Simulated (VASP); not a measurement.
# Li in VASP: single point with PBEsol

Aim: the single point of Li with PBEsol.

All numbers are computed with VASP 6.6.1; they aren't measurements. Logs are shortened: lines on timing, memory, paths and dates and some standing lists are left out, and cuts for length are marked.

**1. The cell of the first run**

The cell holds a slab with vacuum, 24 atoms: a = 17.826 Å, b = 3.431 Å, c = 21.703 Å, α = 90.00°, β = 90.00°, γ = 125.26°.

**2. Single point, PBEsol**

The input, INCAR:

```
  PREC = Accurate
  ENCUT = 520
  EDIFF = 1E-6
  ISMEAR = 0
  SIGMA = 0.1
  LREAL = Auto
  LASPH = True
  NELM = 100
  ALGO = Normal
  ISIF = 2
  LWAVE = False
  LCHARG = False
  LDIPOL = True
  IDIPOL = 3
  DIPOL = 0.5 0.5 0.235
  GGA = PS
  NBANDS = 54
  ISYM = 0
```

The input, KPOINTS:

```
Automatic mesh
0
Gamma
  3 14 1
```

The input, POSCAR:

```
Li
1.0
   17.8258881404      0.0000000000      0.0000000000
   -1.9806542378      2.8010680855      0.0000000000
    0.0000000000      0.0000000000     21.7031844790
Li
24
Direct
    0.0000000000      0.0000000000      0.0691142814
    0.1666666667      0.5000000000      0.1808857186
    0.1666666667      0.0000000000      0.0691142814
    0.3333333333      0.5000000000      0.1808857186
    0.3333333333      0.0000000000      0.0691142814
    0.5000000000      0.5000000000      0.1808857186
    0.5000000000      0.0000000000      0.0691142814
    0.6666666667      0.5000000000      0.1808857186
    0.6666666667      0.0000000000      0.0691142814
    0.8333333333      0.5000000000      0.1808857186
    0.8333333333      1.0000000000      0.0691142814
    0.0000000000      0.5000000000      0.1808857186
    1.0000000000      1.0000000000      0.2923473410
    0.1666666667      0.5000000000      0.3994115066
    0.1666666667      1.0000000000      0.2923473410
    0.3333333333      0.5000000000      0.3994115066
    0.3333333333      1.0000000000      0.2923473410
    0.5000000000      0.5000000000      0.3994115066
    0.5000000000      1.0000000000      0.2923473410
    0.6666666667      0.5000000000      0.3994115066
    0.6666666667      1.0000000000      0.2923473410
    0.8333333333      0.5000000000      0.3994115066
    0.8333333333      1.0000000000      0.2923473410
    0.0000000000      0.5000000000      0.3994115066
```

Potentials or basis: VASP PAW PBE potentials, release 64 (Li_sv).

Launch:

```
$ cat potpaw_PBE.64/Li_sv/POTCAR > POTCAR
$ mpirun -np 1 vasp_std > vasp.out
```

OUTCAR:

```text
PREC = Accurate
   ENCUT = 520
   EDIFF = 1E-6
   ISMEAR = 0
   LREAL = Auto
   LASPH = True
   NELM = 100
   ISIF = 2
   GGA = PS
   ISYM = 0

 ion  position               nearest neighbor table
   1  0.000  0.000  0.069-
   2  0.167  0.500  0.181-
   3  0.167  0.000  0.069-
   4  0.333  0.500  0.181-
   5  0.333  0.000  0.069-
   6  0.500  0.500  0.181-
[... 16 lines left out ...]
  23  0.833  0.000  0.292-
  24  0.000  0.500  0.399-

IMPORTANT INFORMATION: All symmetrisations will be switched off!
NOSYMM: (Re-)initialisation of all symmetry stuff for point group C_1.

----------------------------------------------------------------------------------------

                                     Primitive cell

  volume of cell :    1083.6731

  direct lattice vectors                    reciprocal lattice vectors
    17.825888140  0.000000000  0.000000000     0.056098187  0.039667408  0.000000000
    -1.980654238  2.801068085  0.000000000     0.000000000  0.357006674  0.000000000
     0.000000000  0.000000000 21.703184479     0.000000000  0.000000000  0.046076188

  length of vectors
    17.825888140  3.430593772 21.703184479     0.068705966  0.357006674  0.046076188

  position of ions in fractional coordinates (direct lattice)
     0.000000000  0.000000000  0.069114281
     0.166666667  0.500000000  0.180885719
     0.166666667  0.000000000  0.069114281
     0.333333333  0.500000000  0.180885719
     0.333333333  0.000000000  0.069114281
     0.500000000  0.500000000  0.180885719
[... 16 lines left out ...]
     0.833333333  0.000000000  0.292347341
     0.000000000  0.500000000  0.399411507

  ion indices of the primitive-cell ions
   primitive index   ion index
                 1           1
                 2           2
                 3           3
                 4           4
                 5           5
                 6           6
[... 16 lines left out ...]
                23          23
                24          24

----------------------------------------------------------------------------------------

 KPOINTS: Automatic mesh

Automatic generation of k-mesh.
 Grid dimensions read from file:
 generate k-points for:    3   14    1

 Generating k-lattice:

  Cartesian coordinates                     Fractional coordinates (reciprocal lattice)
     0.018699396  0.013222469  0.000000000     0.333333333  0.000000000  0.000000000
     0.000000000  0.025500477  0.000000000     0.000000000  0.071428571  0.000000000
     0.000000000  0.000000000  0.046076188     0.000000000  0.000000000  1.000000000

  Length of vectors
     0.022901989  0.025500477  0.046076188

  Shift w.r.t. Gamma in fractional coordinates (k-lattice)
     0.000000000  0.000000000  0.000000000

 -----------------------------------------------------------------------------
|                                                                             |
|           W    W    AA    RRRRR   N    N  II  N    N   GGGG   !!!           |
|           W    W   A  A   R    R  NN   N  II  NN   N  G    G  !!!           |
|           W    W  A    A  R    R  N N  N  II  N N  N  G       !!!           |
|           W WW W  AAAAAA  RRRRR   N  N N  II  N  N N  G  GGG   !            |
|           WW  WW  A    A  R   R   N   NN  II  N   NN  G    G                |
|           W    W  A    A  R    R  N    N  II  N    N   GGGG   !!!           |
|                                                                             |
|     Your reciprocal lattice and k-lattice belong to different lattice       |
|     classes:                                                                |
|                                                                             |
|        The reciprocal lattice is simple orthorhombic,                       |
|        whereas your k-lattice is simple monoclinic.                         |
|                                                                             |
|     Results are often still useful ...                                      |
|                                                                             |
 -----------------------------------------------------------------------------

 WARNING: IBZKPT: internal override: KBLOWUP is changed to .FALSE.
      ... skipping the blow-up phase ...

 Subroutine IBZKPT returns following result:
 ===========================================

 Found     22 irreducible k-points:

 Following reciprocal coordinates:
            Coordinates               Weight
  0.000000  0.000000  0.000000      1.000000
  0.333333 -0.000000  0.000000      2.000000
  0.000000  0.071429  0.000000      2.000000
  0.333333  0.071429  0.000000      2.000000
 -0.333333  0.071429  0.000000      2.000000
  0.000000  0.142857  0.000000      2.000000
[... 14 lines left out ...]
  0.000000  0.500000  0.000000      1.000000
  0.333333  0.500000  0.000000      2.000000
   k-points           NKPTS =     22   k-points in BZ     NKDIM =     22   number of bands    NBANDS=     54
   number of dos      NEDOS =    301   number of ions     NIONS =     24
   total plane-waves  NPLWV = 635040
   dimension x,y,z NGX =   140 NGY =   28 NGZ =  162
   dimension x,y,z NGXF=   280 NGYF=   56 NGZF=  324
   ions per type =              24
   NGX,Y,Z   is equivalent  to a cutoff of  13.06, 13.57, 12.41 a.u.
   NGXF,Y,Z  is equivalent  to a cutoff of  26.11, 27.14, 24.82 a.u.
 SYSTEM =  unknown system
   PREC   = accura    normal or accurate (medium, high low for compatibility)
   ISTART =      0    job   : 0-new  1-cont  2-samecut
   ICHARG =      2    charge: 1-file 2-atom 10-const
   ISPIN  =      1    spin polarized calculation?
   LNONCOLLINEAR =      F non collinear calculations
   LSORBIT =      F    spin-orbit coupling
   LASPH  =      T    aspherical Exc in radial PAW
   ENCUT  =  520.0 eV  38.22 Ry    6.18 a.u.  33.14  6.38 40.35*2*pi/ulx,y,z
   NELM   =    100;   NELMIN=  2; NELMDL= -5     # of ELM steps
   EDIFF  = 0.1E-05   stopping-criterion for ELM
   LREAL  =      T    real-space projection
   EDIFFG = 0.1E-04   stopping-criterion for IOM
   NSW    =      0    number of steps for IOM
   IBRION =     -1    ionic relax: 0-MD 1-quasi-New 2-CG
   NFREE  =      0    steps in history (QN), initial steepest desc. (CG)
   ISIF   =      2    stress and relaxation
   ISYM   =      0    0-nonsym 1-usesym 2-fastsym
   POTIM  = 0.5000    time-step for ionic-motion
   TEBEG  =    0.0;   TEEND  =   0.0 temperature during run
   PSTRESS=    0.0 pullay stress
   NELECT =      72.0000    total number of electrons
   NUPDOWN=      -1.0000    fix difference up-down
   EMIN   =  10.00;   EMAX   =-10.00  energy-range for DOS
   EFERMI =   0.00;   METHOD = LEGACY
   ISMEAR =     0;   SIGMA  =   0.10  broadening in eV -4-tet -1-fermi 0-gaus
   EFERMI_NEDOS =   21; number of points for ismear=-14 and -15
   IALGO  =     38    algorithm
   IMIX   =      4    mixing-type and parameters
     AMIX     =   0.40;   BMIX     =  1.00
     AMIX_MAG =   1.60;   BMIX_MAG =  1.00
  volume/ion in A,a.u.               =      45.15       304.71
  Fermi-wavevector in a.u.,A,eV,Ry     =   0.663060  1.253002  5.981784  0.439649
  Thomas-Fermi vector in A             =   1.736322
   LORBIT       =      0    0 simple, 1 ext, 2 COOP (PROOUT), +10 PAW based schemes
   GGA     = PS    functional components
   LHFCALC =     F    Hartree Fock is set to
   AEXX    =    0.0000 exact exchange contribution
   IVDW    =     0    specifies the selected vdW correction
   LEPSILON=     F    determine dielectric tensor
   LRPA    =     F    only Hartree local field effects (RPA)
 non-spin polarized calculation
 Gauss-broadening in eV      SIGMA  =   0.10
  energy-cutoff  :      520.00
  volume of cell :     1083.67
 maximum number of plane-waves:     29288
 NGX is ok and might be reduce to   140
   NGX = 67   NGY = 13   NGZ = 81

 dipolmoment           0.000000      0.000000      0.000567 electrons x Angstroem

 number of electron      72.0000073 magnetization

 dipolmoment           0.000000      0.000000     -0.014273 electrons x Angstroem

 Free energy of the ion-electron system (eV)
  ---------------------------------------------------
  ext. energy  EPLUGINS =         0.00000000
  ---------------------------------------------------
  free energy    TOTEN  =       -43.92628003 eV

  energy without entropy =      -43.87129496  energy(sigma->0) =      -43.89878750

 E-fermi :  -1.4029     XC(G=0):  -3.8834

 val. band max:       -1.4133950142   @ k =   0.0000   0.1429   0.0000
 cond. band min:      -1.4015315956   @ k =   0.3333   0.1429   0.0000
 fundamental gap:      0.0118634186
 Fermi energy:        -1.4029006149

 k-point     1 :       0.0000    0.0000    0.0000
  band No.  band energies     occupation
      1     -47.7947      2.00000
      2     -47.7904      2.00000
      3     -47.7903      2.00000
      4     -47.7817      2.00000
      5     -47.7816      2.00000
      6     -47.7773      2.00000
[... 40 lines left out ...]
     47      -0.2920      0.00000
     48       0.5698      0.00000

 k-point     2 :       0.3333   -0.0000    0.0000
  band No.  band energies     occupation
      1     -47.7942      2.00000
      2     -47.7927      2.00000
      3     -47.7875      2.00000
      4     -47.7845      2.00000
      5     -47.7794      2.00000
      6     -47.7778      2.00000
[... 40 lines left out ...]
     47      -0.1444      0.00000
     48       0.1126      0.00000

 k-point     3 :       0.0000    0.0714    0.0000
  band No.  band energies     occupation
      1     -47.7942      2.00000
      2     -47.7917      2.00000
      3     -47.7884      2.00000
      4     -47.7834      2.00000
      5     -47.7802      2.00000
      6     -47.7776      2.00000
[... 958 lines left out ...]
     47       0.2224      0.00000
     48       0.2224      0.00000

 k-point    22 :       0.3333    0.5000    0.0000
  band No.  band energies     occupation
      1     -47.7845      2.00000
      2     -47.7844      2.00000
      3     -47.7844      2.00000
      4     -47.7842      2.00000
      5     -47.7842      2.00000
      6     -47.7842      2.00000
[... 40 lines left out ...]
     47       0.5369      0.00000
     48       0.5369      0.00000
 [bands above 48 left out]

------------------------ aborting loop because EDIFF is reached ----------------------------------------

 vacuum level on the upper side and lower side of the slab       (xc-potential included)        -0.196        -0.163

  FORCE on cell =-STRESS in cart. coord.  units (eV):
  Direction    XX          YY          ZZ          XY          YZ          ZX
  --------------------------------------------------------------------------------------
  -------------------------------------------------------------------------------------
  Total        0.9251304      0.5320640     -1.5027097      0.8682540     -0.0000004     -0.0000003
  in kB        1.3677768      0.7866402     -2.2217099      1.2836868     -0.0000006     -0.0000004
  external PRESSURE =      -0.0224310 kB  Pullay stress =       0.0000000 kB

 VOLUME and BASIS-vectors are now :
 -----------------------------------------------------------------------------
  energy-cutoff  :      520.00
  volume of cell :     1083.67
      direct lattice vectors                 reciprocal lattice vectors
    17.825888140  0.000000000  0.000000000     0.056098187  0.039667408  0.000000000
    -1.980654238  2.801068085  0.000000000     0.000000000  0.357006674  0.000000000
     0.000000000  0.000000000 21.703184479     0.000000000  0.000000000  0.046076188

 POSITION                                       TOTAL-FORCE (eV/Angst)
 -----------------------------------------------------------------------------------
      0.00000      0.00000      1.50000         0.000003      0.000001      0.070467
      1.98065      1.40053      3.92580        -0.001418     -0.001812     -0.062604
      2.97098      0.00000      1.50000        -0.000401     -0.000245      0.068179
      4.95164      1.40053      3.92580         0.001417      0.001810     -0.062601
      5.94196      0.00000      1.50000         0.000401      0.000246      0.068179
      7.92262      1.40053      3.92580        -0.000003     -0.000002     -0.062730
[... 16 lines left out ...]
     14.85491      0.00000      6.34487         0.000621      0.001886     -0.009323
     -0.99033      1.40053      8.66850        -0.000002     -0.000001      0.003997
 -----------------------------------------------------------------------------------
    total drift:                                0.000008      0.000003      0.005217

  FREE ENERGIE OF THE ION-ELECTRON SYSTEM (eV)
  ---------------------------------------------------
  free  energy   TOTEN  =       -43.9262800327 eV

  energy  without entropy=      -43.8712949584  energy(sigma->0) =      -43.89878750

 vacuum level on the upper side and lower side of the slab         1.731         1.770
```

It took 75 min on 1 thread of Intel Xeon 6975P-C (Granite Rapids), shared host; peak memory 1.5 GiB.

Results:

| Item | Value |
| --- | --- |
| Free energy | -43.9263 eV |
| Largest force | 0.070 eV/Å |
| Band gap on the k mesh | zero (band 36 reaches -0.94 eV, above the bottom of band 37 at -2.10 eV) |

Forces in eV/Å, atoms in the order of the input:
```
Li   0.000  0.000  0.070
Li  -0.001 -0.002 -0.063
Li   0.000  0.000  0.068
Li   0.001  0.002 -0.063
Li   0.000  0.000  0.068
Li   0.000  0.000 -0.063
Li   0.000  0.000  0.070
Li  -0.001 -0.002 -0.063
Li   0.000  0.000  0.068
Li   0.001  0.002 -0.063
Li   0.000  0.000  0.068
Li   0.000  0.000 -0.063
Li   0.000  0.000 -0.013
Li  -0.001 -0.002  0.004
Li  -0.001 -0.002 -0.009
Li   0.001  0.002  0.004
Li   0.001  0.002 -0.009
Li   0.000  0.000  0.004
Li   0.000  0.000 -0.013
Li  -0.001 -0.002  0.004
Li  -0.001 -0.002 -0.009
Li   0.001  0.002  0.004
Li   0.001  0.002 -0.009
Li   0.000  0.000  0.004
```

Levels at points of the mesh, in eV from the Fermi level:
```
           k point  band 34  band 35  band 36  band 37  band 38  band 39
(0.00, 0.00, 0.00)    -1.16    -1.16    -0.69    -0.69    -0.43     0.19
(0.00, 0.50, 0.00)     0.02     0.04     0.04     0.25     0.25     0.27
```

Caveat: the cutoff is under 1.25 times the usual one of these potentials, so pressure, stress and relaxed cells hold a basis-set (Pulay) error; the PAW data sets were made with another functional, which shifts forces and pressure a little.
